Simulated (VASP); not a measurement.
# Al2Cu (I4/mmm) in VASP: notebook

The runs below take Al2Cu through relaxation of cell and atoms, with PBEsol.

Everything below comes from runs of VASP 6.6.1. Logs are shortened: lines on timing, memory, paths and dates and some standing lists are left out, and cuts for length are marked.

### 1 The cell of the first run

The structure is tetragonal, space group I4/mmm (No. 139). Conventional cell: a = 4.061 Å, b = 4.061 Å, c = 5.702 Å, α = 90.00°, β = 90.00°, γ = 90.00°. Cu (site symmetry 4/mmm) has 8 Al at 2.48 Å within 3.3 Å. Within 3.3 Å of Al (site symmetry -4m2) lie 4 Cu at 2.48 Å and 6 Al at 2.85 to 2.87 Å.

### 2 Relaxation of cell and atoms, PBEsol

INCAR reads:

```
ALGO = Normal ; EDIFF = 1E-7
EDIFFG = -0.005 ; ENCUT = 600
GGA = PS ; IBRION = 2
ISIF = 3 ; ISMEAR = -1
LASPH = T ; LCHARG = F
LREAL = F ; LWAVE = F
NELM = 60 ; NSW = 80
PREC = Accurate ; SIGMA = 0.05
```

KPOINTS reads:

```
k-points
0
Gamma
  9 9 9
```

POSCAR reads:

```
Al2Cu
1.0
   -2.0303375000      2.0303375000      2.8510940000
    2.0303375000     -2.0303375000      2.8510940000
    2.0303375000      2.0303375000     -2.8510940000
Cu Al
1 2
Direct
    0.5000000000      0.5000000000      0.0000000000
    0.2500000000      0.7500000000      0.5000000000
    0.7500000000      0.2500000000      0.5000000000
```

Potentials or basis: VASP PAW PBE potentials, release 64 (Cu, Al).

Command:

```console
$ cat potpaw_PBE.64/Cu/POTCAR potpaw_PBE.64/Al/POTCAR > POTCAR
$ mpirun -np 1 vasp_std > vasp.out
```

OUTCAR:

```text
EDIFF = 1E-7
   EDIFFG = -0.005
   ENCUT = 600
   GGA = PS
   IBRION = 2
   ISIF = 3
   ISMEAR = -1
   LASPH = T
   LREAL = F
   NELM = 60
   NSW = 80
   PREC = Accurate

 ion  position               nearest neighbor table
   1  0.500  0.500  0.000-   2 2.48   3 2.48   2 2.48   3 2.48   2 2.48   3 2.48   2 2.48   3 2.48

   2  0.250  0.750  0.500-   1 2.48   1 2.48   1 2.48   1 2.48   3 2.85   3 2.85   3 2.87   3 2.87
                             3 2.87   3 2.87
   3  0.750  0.250  0.500-   1 2.48   1 2.48   1 2.48   1 2.48   2 2.85   2 2.85   2 2.87   2 2.87
                             2 2.87   2 2.87

  LATTYP: Found a body centered tetragonal cell.
 ALAT       =     4.0606750000
 C/A-ratio  =     1.4042463384

  Lattice vectors:

 A1 = (  -2.0303375000,   2.0303375000,   2.8510940000)
 A2 = (   2.0303375000,  -2.0303375000,   2.8510940000)
 A3 = (   2.0303375000,   2.0303375000,  -2.8510940000)

Analysis of symmetry for initial positions (statically):
=====================================================================
 Subroutine PRICEL returns:
 Original cell was already a primitive cell.

 Routine SETGRP: Setting up the symmetry group for a
 body centered tetragonal supercell.

 Subroutine GETGRP returns: Found 16 space group operations
 (whereof 16 operations were pure point group operations)
 out of a pool of 16 trial point group operations.

The static configuration has the point symmetry D_4h.

Analysis of symmetry for dynamics (positions and initial velocities):
=====================================================================
 Subroutine PRICEL returns:
 Original cell was already a primitive cell.

 Routine SETGRP: Setting up the symmetry group for a
 body centered tetragonal supercell.

 Subroutine GETGRP returns: Found 16 space group operations
 (whereof 16 operations were pure point group operations)
 out of a pool of 16 trial point group operations.

The dynamic configuration has the point symmetry D_4h.

 Subroutine INISYM returns: Found 16 space group operations
 (whereof 16 operations are pure point group operations),
 and found     1 'primitive' translations

----------------------------------------------------------------------------------------

                                     Primitive cell

  volume of cell :      47.0119

  direct lattice vectors                    reciprocal lattice vectors
    -2.030337500  2.030337500  2.851094000     0.000000000  0.246264476  0.175371279
     2.030337500 -2.030337500  2.851094000     0.246264476  0.000000000  0.175371279
     2.030337500  2.030337500 -2.851094000     0.246264476  0.246264476  0.000000000

  length of vectors
     4.046390703  4.046390703  4.046390703     0.302326442  0.302326442  0.348270562

  position of ions in fractional coordinates (direct lattice)
     0.500000000  0.500000000  0.000000000
     0.250000000  0.750000000  0.500000000
     0.750000000  0.250000000  0.500000000

  ion indices of the primitive-cell ions
   primitive index   ion index
                 1           1
                 2           2
                 3           3

----------------------------------------------------------------------------------------

 KPOINTS: k-points

Automatic generation of k-mesh.
 Grid dimensions read from file:
 generate k-points for:    9    9    9

 Generating k-lattice:

  Cartesian coordinates                     Fractional coordinates (reciprocal lattice)
     0.000000000  0.027362720  0.019485698     0.111111111  0.000000000  0.000000000
     0.027362720  0.000000000  0.019485698     0.000000000  0.111111111  0.000000000
     0.027362720  0.027362720  0.000000000     0.000000000  0.000000000  0.111111111

  Length of vectors
     0.033591827  0.033591827  0.038696729

  Shift w.r.t. Gamma in fractional coordinates (k-lattice)
     0.000000000  0.000000000  0.000000000

 Subroutine IBZKPT returns following result:
 ===========================================

 Found     75 irreducible k-points:

 Following reciprocal coordinates:
            Coordinates               Weight
  0.000000  0.000000  0.000000      1.000000
  0.111111  0.000000 -0.000000      8.000000
  0.222222  0.000000  0.000000      8.000000
  0.333333  0.000000 -0.000000      8.000000
  0.444444  0.000000  0.000000      8.000000
  0.111111  0.111111 -0.000000      8.000000
[... 16 lines left out ...]
 -0.333333  0.333333  0.000000      4.000000
  0.444444  0.444444  0.000000      8.000000
 [... further k-points ...]
   k-points           NKPTS =     75   k-points in BZ     NKDIM =     75   number of bands    NBANDS=     12
   number of dos      NEDOS =    301   number of ions     NIONS =      3
   total plane-waves  NPLWV =  32768
   dimension x,y,z NGX =    32 NGY =   32 NGZ =   32
   dimension x,y,z NGXF=    64 NGYF=   64 NGZF=   64
   ions per type =               1   2
   NGX,Y,Z   is equivalent  to a cutoff of  13.15, 13.15, 13.15 a.u.
   NGXF,Y,Z  is equivalent  to a cutoff of  26.29, 26.29, 26.29 a.u.
 SYSTEM =  unknown system
   PREC   = accura    normal or accurate (medium, high low for compatibility)
   ISTART =      0    job   : 0-new  1-cont  2-samecut
   ICHARG =      2    charge: 1-file 2-atom 10-const
   ISPIN  =      1    spin polarized calculation?
   LNONCOLLINEAR =      F non collinear calculations
   LSORBIT =      F    spin-orbit coupling
   LASPH  =      T    aspherical Exc in radial PAW
   ENCUT  =  600.0 eV  44.10 Ry    6.64 a.u.   8.08  8.08  8.08*2*pi/ulx,y,z
   NELM   =     60;   NELMIN=  2; NELMDL= -5     # of ELM steps
   EDIFF  = 0.1E-06   stopping-criterion for ELM
   LREAL  =      F    real-space projection
   EDIFFG = -.5E-02   stopping-criterion for IOM
   NSW    =     80    number of steps for IOM
   IBRION =      2    ionic relax: 0-MD 1-quasi-New 2-CG
   NFREE  =      1    steps in history (QN), initial steepest desc. (CG)
   ISIF   =      3    stress and relaxation
   ISYM   =      2    0-nonsym 1-usesym 2-fastsym
   POTIM  = 0.5000    time-step for ionic-motion
   TEBEG  =    0.0;   TEEND  =   0.0 temperature during run
   PSTRESS=    0.0 pullay stress
   NELECT =      17.0000    total number of electrons
   NUPDOWN=      -1.0000    fix difference up-down
   EMIN   =  10.00;   EMAX   =-10.00  energy-range for DOS
   EFERMI =   0.00;   METHOD = LEGACY
   ISMEAR =    -1;   SIGMA  =   0.05  broadening in eV -4-tet -1-fermi 0-gaus
   EFERMI_NEDOS =   21; number of points for ismear=-14 and -15
   IALGO  =     38    algorithm
   IMIX   =      4    mixing-type and parameters
     AMIX     =   0.40;   BMIX     =  1.00
     AMIX_MAG =   1.60;   BMIX_MAG =  1.00
  volume/ion in A,a.u.               =      15.67       105.75
  Fermi-wavevector in a.u.,A,eV,Ry     =   1.166331  2.204046 18.508385  1.360328
  Thomas-Fermi vector in A             =   2.302845
   LORBIT       =      0    0 simple, 1 ext, 2 COOP (PROOUT), +10 PAW based schemes
   GGA     = PS    functional components
   LHFCALC =     F    Hartree Fock is set to
   AEXX    =    0.0000 exact exchange contribution
   IVDW    =     0    specifies the selected vdW correction
   LEPSILON=     F    determine dielectric tensor
   LRPA    =     F    only Hartree local field effects (RPA)
 conjugate gradient relaxation of ions
 non-spin polarized calculation
  energy-cutoff  :      600.00
  volume of cell :       47.01
 maximum number of plane-waves:      1592
   NGX = 17   NGY = 17   NGZ = 17

--------------------------------------- Ionic step        1  -------------------------------------------

 number of electron      17.0000011 magnetization

 Free energy of the ion-electron system (eV)
  ---------------------------------------------------
  ext. energy  EPLUGINS =         0.00000000
  ---------------------------------------------------
  free energy    TOTEN  =       -13.00650581 eV

  energy without entropy =      -12.99349985  energy(sigma->0) =      -13.00000283

------------------------ aborting loop because EDIFF is reached ----------------------------------------

  FORCE on cell =-STRESS in cart. coord.  units (eV):
  Direction    XX          YY          ZZ          XY          YZ          ZX
  --------------------------------------------------------------------------------------
  -------------------------------------------------------------------------------------
  Total        0.0368226      0.0368226      0.0834895      0.0000000     -0.0000000     -0.0000000
  in kB        1.2549214      1.2549214      2.8453413      0.0000000     -0.0000000     -0.0000000
  external PRESSURE =       1.7850613 kB  Pullay stress =       0.0000000 kB
[... 207 lines left out ...]
  energy  without entropy=      -12.9934571805  energy(sigma->0) =      -13.00002494

--------------------------------------- Ionic step        7  -------------------------------------------

 number of electron      17.0000010 magnetization

 Free energy of the ion-electron system (eV)
  ---------------------------------------------------
  ext. energy  EPLUGINS =         0.00000000
  ---------------------------------------------------
  free energy    TOTEN  =       -13.00663667 eV

  energy without entropy =      -12.99335080  energy(sigma->0) =      -12.99999374

 E-fermi :   7.0455     XC(G=0): -10.6204

 val. band max:        7.0439971159   @ k =  -0.1111   0.1111   0.1111
 cond. band min:       7.0539242235   @ k =   0.1111   0.1111  -0.0000
 fundamental gap:      0.0099271076
 Fermi energy:         7.0454916016

 k-point     1 :       0.0000    0.0000    0.0000
  band No.  band energies     occupation
      1      -3.2157      2.00000
      2       2.4492      2.00000
      3       2.4519      2.00000
      4       2.4519      2.00000
      5       3.0163      2.00000
      6       3.0208      2.00000
      7       9.9608      0.00000
      8       9.9608      0.00000
      9       9.9858      0.00000
     10       9.9952      0.00000
     11      10.0328      0.00000
     12      10.0328      0.00000
[... 331 lines left out ...]
 k-point    24 :       0.4444    0.4444    0.0000
  band No.  band energies     occupation
      1       0.9529      2.00000
      2       1.2619      2.00000
      3       1.8339      2.00000
      4       2.9400      2.00000
      5       3.0037      2.00000
      6       3.1420      2.00000
      7       3.1755      2.00000
      8       4.4969      2.00000
      9       5.2228      2.00000
     10       7.8512      0.00000
     11       9.2220      0.00000
     12      15.1759      0.00000

 [... further k-points ...]

------------------------ aborting loop because EDIFF is reached ----------------------------------------

  FORCE on cell =-STRESS in cart. coord.  units (eV):
  Direction    XX          YY          ZZ          XY          YZ          ZX
  --------------------------------------------------------------------------------------
  -------------------------------------------------------------------------------------
  Total       -0.0139896     -0.0139896      0.0071769      0.0000000     -0.0000000      0.0000000
  in kB       -0.4757992     -0.4757992      0.2440921      0.0000000     -0.0000000      0.0000000
  external PRESSURE =      -0.2358355 kB  Pullay stress =       0.0000000 kB
[... 18 lines left out ...]
  FREE ENERGIE OF THE ION-ELECTRON SYSTEM (eV)
  ---------------------------------------------------
  free  energy   TOTEN  =       -13.0066366749 eV

  energy  without entropy=      -12.9933508025  energy(sigma->0) =      -12.99999374

 reached required accuracy - stopping structural energy minimisation
```

Wall time 65 s (1 thread of Intel Xeon 6975P-C (Granite Rapids), shared host); peak memory 0.22 GiB.

What came out:

- Free energy: -13.0066 eV
- Relaxed volume: 15.70 Å³/atom
- Relaxed cell: a = 4.052 Å, b = 4.052 Å, c = 4.052 Å, α = 119.89°, β = 119.89°, γ = 90.19°
- Space group after relaxing (to 0.1 Å): Fm-3m (No. 225)
- Energy gained by relaxing: 0.0 meV/atom
- Ionic steps: 7
- Pressure after relaxing: 0.0 GPa
- Band gap on the k mesh: zero (an odd number of electrons rules out a gap without spin polarisation)

Step by step:
```
step  energy change (eV)  largest force (eV/Å)  pressure (GPa)  volume (Å³)
   1              0.0000                0.0000            0.18        47.01
   2             -0.0001                0.0000           -0.10        47.13
   3             -0.0001                0.0000           -0.01        47.11
   4             -0.0001                0.0000           -0.02        47.11
   5             -0.0001                0.0000           -0.03        47.12
   6             -0.0001                0.0000           -0.01        47.11
   7             -0.0001                0.0000           -0.02        47.11
```

Final structure:
```
Cu Al
1.0
    -2.02922    2.02922    2.86005
     2.02922   -2.02922    2.86005
     2.02922    2.02922   -2.86005
Cu Al
1 2
Direct
  0.50000 0.50000 0.00000
  0.25000 0.75000 0.50000
  0.75000 0.25000 0.50000
```

Caveat: the PAW data sets were made with another functional, which shifts forces and pressure a little.

### 3 Relaxation of cell and atoms, PBEsol, target pressure 5 GPa, at which the enthalpy is minimised

INCAR reads:

```
  ALGO = Normal
  EDIFF = 1E-7
  EDIFFG = -0.005
  ENCUT = 600
  GGA = PS
  IBRION = 2
  ISIF = 3
  ISMEAR = -1
  LASPH = True
  LCHARG = False
  LREAL = False
  LWAVE = False
  NELM = 60
  NSW = 80
  PREC = Accurate
  PSTRESS = 50.0
  SIGMA = 0.05
```

KPOINTS is that of step 2.

POSCAR is that of step 2.

Potentials or basis: VASP PAW PBE potentials, release 64 (Cu, Al).

Command:

```console
$ cat potpaw_PBE.64/Cu/POTCAR potpaw_PBE.64/Al/POTCAR > POTCAR
$ mpirun -np 1 vasp_std > vasp.out
```

It took 91 s on 1 thread of Intel Xeon 6975P-C (Granite Rapids), shared host; peak memory 0.22 GiB.

Results (log left out):

* Free energy: -12.9765 eV
* Relaxed volume: 15.03 Å³/atom
* Relaxed cell: a = 3.993 Å, b = 3.993 Å, c = 3.993 Å, α = 119.89°, β = 119.89°, γ = 90.19°
* Space group after relaxing (to 0.1 Å): Fm-3m (No. 225)
* Energy change on relaxing (the run minimises the enthalpy): +10.0 meV/atom
* Ionic steps: 9
* Pressure after relaxing: 5.0 GPa
* Band gap on the k mesh: zero (an odd number of electrons rules out a gap without spin polarisation)

Step by step:
```csv
step,energy change (eV),largest force (eV/Å),pressure (GPa),volume (Å³)
1,0.0000,0.0000,0.18,47.01
2,0.0804,0.0000,8.53,43.88
3,0.0302,0.0000,4.99,45.07
4,0.0315,0.0000,5.11,45.03
5,0.0294,0.0000,4.91,45.10
6,0.0300,0.0000,4.98,45.08
7,0.0298,0.0000,4.96,45.08
8,0.0299,0.0000,4.99,45.08
9,0.0300,0.0000,4.98,45.08
```

Final structure:
```
CELL_PARAMETERS angstrom
-1.99954 1.99954 2.81855
1.99954 -1.99954 2.81855
1.99954 1.99954 -2.81855
ATOMIC_POSITIONS crystal
Cu 0.50000 0.50000 0.00000
Al 0.25000 0.75000 0.50000
Al 0.75000 0.25000 0.50000
```

Levels at points of the mesh, in eV from the Fermi level:
| k point | band 6 | band 7 | band 8 | band 9 | band 10 | band 11 | band 12 |
| --- | --- | --- | --- | --- | --- | --- | --- |
| (0.00, 0.00, 0.00) | -4.18 | 2.93 | 2.93 | 2.95 | 3.10 | 3.13 | 3.13 |

Caveat: the cell is relaxed towards a set pressure, so the run minimises the enthalpy, not the energy; the PAW data sets were made with another functional, which shifts forces and pressure a little.
